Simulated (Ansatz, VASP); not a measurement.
## CdS: VASP beside Ansatz

```
Cd S
1.0
     4.13480    0.00000    0.00000
    -2.06740    3.58084    0.00000
     0.00000    0.00000    6.74900
Cd S
2 2
Cartesian
  0.0000 2.3872 0.0000
  2.0674 1.1936 3.3745
  0.0000 2.1872 2.5984
  2.0674 1.1936 5.9729
```

Alike in both runs: task single point; functional PBE; k mesh 12 × 12 × 4; occupations gaussian, width 0.05 eV; no spin polarisation.

|  | VASP | Ansatz |
| --- | --- | --- |
| version | VASP 6.6.1 | Ansatz 0.2.0 |
| potentials or method | VASP PAW PBE potentials, release 64 (Cd, S), cutoff 520 eV | scalar-relativistic, plane waves, PAW |
| valence electrons in the cell | 36 | 52 |

|  | VASP | Ansatz | Ansatz less VASP |
| --- | --- | --- | --- |
| gap on the k mesh at the Fermi level (eV) | 1.24 | 1.23 | -0.005 |
| least direct gap on the mesh (eV) | 1.24 | 1.23 | -0.005 |
| pressure (GPa) | 3.3 | 3.0 | -0.36 |
| traceless stress, the component that is largest in VASP (GPa) | 3.22 | 3.11 | -0.109 |
| rms of the force components (eV/Å) | 0.424 | 0.412 | -0.0123 |

Atom by atom the forces differ by 0.012 eV/Å (rms over components). With one functional, cell and mesh, what is left measures potentials, basis and numerics. VASP's potentials hold 36 valence electrons a cell and Ansatz's 52, so a difference there can come from the potentials and not from the codes.
